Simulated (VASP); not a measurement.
# TaN (Fm-3m) in VASP: a series of runs

Runs on TaN. Level: LDA. Tasks: single point, relaxation of volume and atoms at fixed shape.

Everything below comes from runs of VASP 6.6.1. Logs are shortened: lines on timing, memory, paths and dates and some standing lists are left out, and cuts for length are marked.

## 1. The cell of the first run

Symmetry: Fm-3m, No. 225, cubic system. The conventional cell has a = 4.336 Å, b = 4.336 Å, c = 4.336 Å, α = 90.00°, β = 90.00°, γ = 90.00°. Ta (site symmetry m-3m) has 6 N at 2.17 Å within 2.9 Å. Within 2.9 Å of N (site symmetry m-3m) lie 6 Ta at 2.17 Å.

## 2. Single point, LDA

Input file INCAR:

```
SYSTEM = TaN
ALGO     = Normal         ! electronic algorithm
EDIFF    = 1E-6           ! SCF threshold, eV
ENCUT    = 600            ! plane-wave cutoff, eV
GGA      = CA             ! functional
GGA_COMPAT= .False.      
ISIF     = 2              ! what is computed and relaxed
ISMEAR   = -1             ! smearing method
LASPH    = .True.         ! aspherical terms in the spheres
LCHARG   = .False.        ! write CHGCAR
LREAL    = .False.        ! projectors in reciprocal space
LWAVE    = .False.        ! write WAVECAR
NBANDS   = 15             ! bands
NELM     = 120            ! most SCF steps
PREC     = Accurate       ! precision mode
SIGMA    = 0.05           ! smearing width, eV
```

Input file KPOINTS:

```
k-points
0
Gamma
  7 7 7
  0 0 0
```

Input file POSCAR:

```
TaN
1.0
    3.0662819624      0.0000000000      0.0000000000
    1.5331409812      2.6554780746      0.0000000000
    1.5331409812      0.8851593582      2.5036087384
Ta N
1 1
Direct
    0.5000000000      0.5000000000      0.5000000000
    0.0000000000      0.0000000000      0.0000000000
```

Potentials or basis: VASP PAW LDA potentials, release 64 (Ta_pv, N).

On the command line:

```console
cat potpaw_LDA.64/Ta_pv/POTCAR potpaw_LDA.64/N/POTCAR > POTCAR
mpirun -np 1 vasp_std > vasp.out
```

OUTCAR:

```text
SYSTEM = TaN
   EDIFF = 1E-6
   ENCUT = 600
   GGA = CA
   ISIF = 2
   ISMEAR = -1
   LASPH = .True.
   LREAL = .False.
   NELM = 120
   PREC = Accurate

 ion  position               nearest neighbor table
   1  0.500  0.500  0.500-   2 2.17   2 2.17   2 2.17   2 2.17   2 2.17   2 2.17
   2  0.000  0.000  0.000-   1 2.17   1 2.17   1 2.17   1 2.17   1 2.17   1 2.17

  LATTYP: Found a face centered cubic cell.
 ALAT       =     4.3363775373

  Lattice vectors:

 A1 = (   3.0662819624,   0.0000000000,   0.0000000000)
 A2 = (   1.5331409812,   2.6554780746,   0.0000000000)
 A3 = (   1.5331409812,   0.8851593582,   2.5036087384)

Analysis of symmetry for initial positions (statically):
=====================================================================
 Subroutine PRICEL returns:
 Original cell was already a primitive cell.

 Routine SETGRP: Setting up the symmetry group for a
 face centered cubic supercell.

 Subroutine GETGRP returns: Found 48 space group operations
 (whereof 48 operations were pure point group operations)
 out of a pool of 48 trial point group operations.

The static configuration has the point symmetry O_h .

Analysis of symmetry for dynamics (positions and initial velocities):
=====================================================================
 Subroutine PRICEL returns:
 Original cell was already a primitive cell.

 Routine SETGRP: Setting up the symmetry group for a
 face centered cubic supercell.

 Subroutine GETGRP returns: Found 48 space group operations
 (whereof 48 operations were pure point group operations)
 out of a pool of 48 trial point group operations.

The dynamic configuration has the point symmetry O_h .

 Subroutine INISYM returns: Found 48 space group operations
 (whereof 48 operations are pure point group operations),
 and found     1 'primitive' translations

----------------------------------------------------------------------------------------

                                     Primitive cell

  volume of cell :      20.3855

  direct lattice vectors                    reciprocal lattice vectors
     3.066281962  0.000000000  0.000000000     0.326127868 -0.188290013 -0.133141145
     1.533140981  2.655478075  0.000000000     0.000000000  0.376580025 -0.133141145
     1.533140981  0.885159358  2.503608738     0.000000000  0.000000000  0.399423434

  length of vectors
     3.066281962  3.066281962  3.066281962     0.399423434  0.399423434  0.399423434

  position of ions in fractional coordinates (direct lattice)
     0.500000000  0.500000000  0.500000000
     0.000000000  0.000000000  0.000000000

[... 81 lines left out ...]
   PSTRESS=    0.0 pullay stress
   NELECT =      16.0000    total number of electrons
   NUPDOWN=      -1.0000    fix difference up-down
   EMIN   =  10.00;   EMAX   =-10.00  energy-range for DOS
   EFERMI =   0.00;   METHOD = LEGACY
   ISMEAR =    -1;   SIGMA  =   0.05  broadening in eV -4-tet -1-fermi 0-gaus
   EFERMI_NEDOS =   21; number of points for ismear=-14 and -15
   IALGO  =     38    algorithm
   IMIX   =      4    mixing-type and parameters
     AMIX     =   0.40;   BMIX     =  1.00
     AMIX_MAG =   1.60;   BMIX_MAG =  1.00
  volume/ion in A,a.u.               =      10.19        68.78
  Fermi-wavevector in a.u.,A,eV,Ry     =   1.510107  2.853689 31.027043  2.280423
  Thomas-Fermi vector in A             =   2.620341
   LORBIT       =      0    0 simple, 1 ext, 2 COOP (PROOUT), +10 PAW based schemes
   GGA     = CA    functional components
   LHFCALC =     F    Hartree Fock is set to
   AEXX    =    0.0000 exact exchange contribution
   IVDW    =     0    specifies the selected vdW correction
   LEPSILON=     F    determine dielectric tensor
   LRPA    =     F    only Hartree local field effects (RPA)
 non-spin polarized calculation
  energy-cutoff  :      600.00
  volume of cell :       20.39
 maximum number of plane-waves:       701
   NGX = 13   NGY = 13   NGZ = 13

 number of electron      16.0000000 magnetization

 Free energy of the ion-electron system (eV)
  ---------------------------------------------------
  ext. energy  EPLUGINS =         0.00000000
  ---------------------------------------------------
  free energy    TOTEN  =       -24.16990253 eV

  energy without entropy =      -24.15831411  energy(sigma->0) =      -24.16410832

 E-fermi :   9.8749     XC(G=0): -13.8926

 val. band max:        9.8576667717   @ k =  -0.2857   0.1429   0.0000
 cond. band min:       9.8835481620   @ k =   0.0000   0.0000   0.0000
 fundamental gap:      0.0258813903
 Fermi energy:         9.8748864686

 k-point     1 :       0.0000    0.0000    0.0000
  band No.  band energies     occupation
      1     -25.6196      2.00000
      2     -25.6196      2.00000
      3     -25.6196      2.00000
      4      -9.0443      2.00000
      5       6.0314      2.00000
      6       6.0314      2.00000
      7       6.0314      2.00000
      8       7.6247      2.00000
      9       7.6247      2.00000
     10       7.6247      2.00000
     11       9.8835      0.91360
     12       9.8835      0.91360
     13      12.0079      0.00000
     14      19.3878      0.00000
[... 329 lines left out ...]
      2     -26.2282      2.00000
      3     -25.9200      2.00000
      4      -6.9191      2.00000
      5       1.8559      2.00000
      6       3.0199      2.00000
      7       3.1120      2.00000
      8       8.9452      2.00000
      9      10.5879      0.00000
     10      13.3636      0.00000
     11      14.5275      0.00000
     12      15.1572      0.00000
     13      20.1176      0.00000
     14      21.3640      0.00000
     15      21.6806      0.00000

------------------------ aborting loop because EDIFF is reached ----------------------------------------

  FORCE on cell =-STRESS in cart. coord.  units (eV):
  Direction    XX          YY          ZZ          XY          YZ          ZX
  --------------------------------------------------------------------------------------
  -------------------------------------------------------------------------------------
  Total        0.6466077      0.6466077      0.6466077      0.0000000      0.0000000     -0.0000000
  in kB       50.8194761     50.8194761     50.8194761      0.0000000      0.0000000     -0.0000000
  external PRESSURE =      50.8194761 kB  Pullay stress =       0.0000000 kB

 VOLUME and BASIS-vectors are now :
 -----------------------------------------------------------------------------
  energy-cutoff  :      600.00
  volume of cell :       20.39
      direct lattice vectors                 reciprocal lattice vectors
     3.066281962  0.000000000  0.000000000     0.326127868 -0.188290013 -0.133141145
     1.533140981  2.655478075  0.000000000     0.000000000  0.376580025 -0.133141145
     1.533140981  0.885159358  2.503608738     0.000000000  0.000000000  0.399423434

 POSITION                                       TOTAL-FORCE (eV/Angst)
 -----------------------------------------------------------------------------------
      3.06628      1.77032      1.25180        -0.000000      0.000000      0.000000
      0.00000      0.00000      0.00000         0.000000     -0.000000      0.000000
 -----------------------------------------------------------------------------------
    total drift:                               -0.000000      0.000000     -0.000000

  FREE ENERGIE OF THE ION-ELECTRON SYSTEM (eV)
  ---------------------------------------------------
  free  energy   TOTEN  =       -24.1699025345 eV

  energy  without entropy=      -24.1583141110  energy(sigma->0) =      -24.16410832
```

It took 7.8 s on 1 thread of Intel Xeon Platinum 8259CL at 2.50GHz (Skylake/Cascade Lake), shared host; peak memory 0.13 GiB.

Results:

* Free energy: -24.1699 eV
* Pressure: 5.1 GPa
* Band gap on the k mesh: zero (band 8 reaches 11.33 eV, above the bottom of band 9 at 7.62 eV)

Levels at points of the mesh, in eV from the Fermi level:
```csv
k point,band 6,band 7,band 8,band 9,band 10,band 11
"(0.00, 0.00, 0.00)",-3.84,-3.84,-2.25,-2.25,-2.25,0.01
```

Caveat: spin-orbit coupling is left out, which moves the levels of the heavy elements.

(Part 1 of 2 ends here.)
